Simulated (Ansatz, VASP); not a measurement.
## Two plane-wave programs on BaTiO3

File POSCAR:

```
BaTiO3
1.0
    3.9918001264      0.0000000000      0.0000000000
    0.0000000000      3.9918001264      0.0000000000
    0.0000000000      0.0000000000      4.0240466844
Ba Ti O
1 1 3
Direct
    0.5000000000      0.5000000000      0.5776388131
    0.0000000000      0.0000000000      0.0874837778
    0.0000000000      0.5000000000      0.0674456927
    0.5000000000      0.0000000000      0.0674456927
    0.0000000000      0.0000000000      0.5599830137
```

INCAR.step1

```
PREC = Accurate ; ENCUT = 520
ISMEAR = 0 ; SIGMA = 0.02
LREAL = F ; LASPH = T
NELM = 150 ; LMAXMIX = 4
LDAU = T ; LDAUTYPE = 2
LDAUL = -1 2 -1 ; LDAUU = 0 4 0
LDAUJ = 0 0 0 ; NBANDS = 28
GGA = PE ; ALGO = Normal
EDIFF = 1E-4 ; LWAVE = T
LCHARG = F
```

The input INCAR.step2:

```
PREC = Accurate ; ENCUT = 520
EDIFF = 1E-6 ; ISMEAR = 0
SIGMA = 0.02 ; LREAL = F
LASPH = T ; NELM = 150
ALGO = Normal ; ISIF = 2
LWAVE = F ; LCHARG = F
LMAXMIX = 4 ; LDAU = T
LDAUTYPE = 2 ; LDAUL = -1 2 -1
LDAUU = 0 4 0 ; LDAUJ = 0 0 0
LDAUPRINT = 1 ; METAGGA = R2SCAN
LMIXTAU = T ; NBANDS = 28
ISTART = 1
```

File KPOINTS:

```
regular mesh
0
Gamma
  6 6 6
```

Input for Ansatz:

```yaml
crystal:
  lattice:
    - [3.9918001264, 0.0, 0.0]
    - [0.0, 3.9918001264, 0.0]
    - [0.0, 0.0, 4.0240466844]
  atoms:
    - { symbol: Ba, position: [0.5, 0.5, 0.5776388131] }
    - { symbol: Ti, position: [0.0, 0.0, 0.0874837778] }
    - { symbol: O, position: [0.0, 0.5, 0.0674456927] }
    - { symbol: O, position: [0.5, 0.0, 0.0674456927] }
    - { symbol: O, position: [0.0, 0.0, 0.5599830137] }
basis:
  ecutwfc: 500
kpoints:
  mp_grid: { grid: [6, 6, 6] }
  band_path: { path: [VBM, CBM], npoints: 2 }
hamiltonian:
  xc: r2scan
  hubbard: { sites: [{ species: Ti, l: d, u_eff: 4.0 }] }
scf:
  occupations: { method: gaussian, width: 0.02 }
output:
  forces: true
  stress: true
  eigenvalues: true
checkpoint:
  read: start.run
  write: ck
  compress: false
  write_wavefunctions: false
  write_every: 100000
```

Alike in both runs: task single point; functional r2SCAN; k mesh 6 × 6 × 6; occupations gaussian, width 0.02 eV; no spin polarisation; Hubbard terms Ti d U = 4.0 eV.

```csv
,VASP,Ansatz
version,VASP 6.6.1,Ansatz 0.2.0
potentials or method,"VASP PAW PBE potentials, release 64 (Ba_sv, Ti_sv, O), cutoff 520 eV","scalar-relativistic, plane waves, PAW"
valence electrons in the cell,40,40
```

Ansatz gave:

- gap on the k mesh at the Fermi level (eV): 2.70
- least direct gap on the mesh (eV): 2.96
- pressure (GPa): 1.0
- traceless stress, the component that is largest in VASP (GPa): 0.00
- rms of the force components (eV/Å): 0.000

Estimate VASP's values.

gap on the k mesh at the Fermi level (eV): 2.70; least direct gap on the mesh (eV): 3.00; pressure (GPa): 4.9; traceless stress, the component that is largest in VASP (GPa): 0.18; rms of the force components (eV/Å): 0.151.

VASP's potentials were made for PBE, not for r2SCAN. The programs project onto different local orbitals, so the same U acts differently, and such runs can settle in different states. Atom by atom the forces differ by 0.151 eV/Å (rms over components).

Neither program's run includes spin-orbit coupling.
